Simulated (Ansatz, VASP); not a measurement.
One calculation of SbO4, two programs

Contents of INCAR:

```
  PREC = Accurate
  ENCUT = 600
  EDIFF = 1E-7
  ISMEAR = 0
  SIGMA = 0.1
  LREAL = F
  LASPH = T
  NELM = 100
  ALGO = Normal
  ISIF = 3
  LWAVE = F
  LCHARG = F
  GGA = PE
  IBRION = 2
  NSW = 100
  EDIFFG = -0.01
```

KPOINTS

```
regular mesh
0
Gamma
  12 12 4
```

The input POSCAR:

```
SbO4
1.0
    3.1591870521      0.0000000000      0.0000000000
   -1.5795935261      2.7359362424      0.0000000000
    0.0000000000      0.0000000000     10.0273756941
Sb O
1 4
Direct
    0.0000000000      0.0000000000      0.5000000000
    0.0000000000      0.0000000000      0.3159353315
    0.0000000000      0.0000000000      0.6840646685
    0.3333333333      0.6666666667      0.0000000000
    0.6666666667      0.3333333333      0.0000000000
```

Input for Ansatz:

```yaml
crystal:
  lattice:
    - [3.1591870521, 0.0, 0.0]
    - [-1.5795935261, 2.7359362424, 0.0]
    - [0.0, 0.0, 10.0273756941]
  atoms:
    - { symbol: Sb, position: [0.0, 0.0, 0.5] }
    - { symbol: O, position: [0.0, 0.0, 0.3159353315] }
    - { symbol: O, position: [0.0, 0.0, 0.6840646685] }
    - { symbol: O, position: [0.3333333333, 0.6666666667, 0.0] }
    - { symbol: O, position: [0.6666666667, 0.3333333333, 0.0] }
basis:
  ecutwfc: 420
kpoints:
  mp_grid: { grid: [12, 12, 4] }
hamiltonian:
  xc: pbe
scf:
  occupations: { method: gaussian, width: 0.1 }
output:
  forces: true
  stress: true
  eigenvalues: true
relax:
  adjacent_minimum: "off"
  f_tol: 0.01
  max_steps: 80
  cell: { stress_tol: 0.05 }
```

Alike in both runs: task relaxation of cell and atoms; functional PBE; k mesh 12 × 12 × 4; occupations gaussian, width 0.1 eV; no spin polarisation.

|  | VASP | Ansatz |
| --- | --- | --- |
| version | VASP 6.6.1 | Ansatz 0.2.0 |
| potentials or method | VASP PAW PBE potentials, release 64 (Sb, O), cutoff 600 eV | scalar-relativistic, plane waves, PAW |
| valence electrons in the cell | 29 | 39 |

VASP gave:

| Quantity | Value |
| --- | --- |
| gap on the k mesh at the Fermi level, each at its own relaxed structure (eV) | none |
| relaxed volume (Å³/atom) | 16.59 |
| relaxed cell length with the largest relative difference (Å) | 9.623 |

Problem. Which values does Ansatz return?

Solution. gap on the k mesh at the Fermi level, each at its own relaxed structure (eV): none; relaxed volume (Å³/atom): 17.33; relaxed cell length with the largest relative difference (Å): 10.027.

A gap of «none» marks a metal or a gap that the smearing closes. VASP's potentials hold 29 valence electrons a cell and Ansatz's 39, so a difference there can come from the potentials and not from the codes.

Spin-orbit coupling is off throughout.
